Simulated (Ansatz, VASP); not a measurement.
## SnS2 in VASP and in Ansatz

```
Sn S
1.0
     3.63393    0.00000    0.00000
    -1.81697    3.14708    0.00000
     0.00000    0.00000    5.70304
Sn S
1 2
Cartesian
  0.0000 0.0000 0.0000
  0.0000 2.0981 1.4659
  1.8170 1.0490 4.2371
```

Alike in both runs: functional LDA; k mesh 6 × 6 × 4; no spin polarisation.

Ansatz relaxed the structure, and its values are those at the end. VASP's run is a single point on that final structure, the one shown.

|  | VASP | Ansatz |
| --- | --- | --- |
| version | VASP 6.6.1 | Ansatz 0.2.0 |
| potentials or method | VASP PAW LDA potentials, release 64 (Sn_d, S) | plane waves, PAW |
| plane-wave cutoff (eV) | 500 | 420 |
| occupations | gaussian, width 0.01 eV | fixed |
| valence electrons in the cell | 26 | 26 |

```tsv
	VASP	Ansatz	Ansatz less VASP
pressure (GPa)	0.0	0.0	+0.04
```

LDA's correlation is that of Perdew and Zunger in VASP and of Perdew and Wang (1992) in Ansatz.
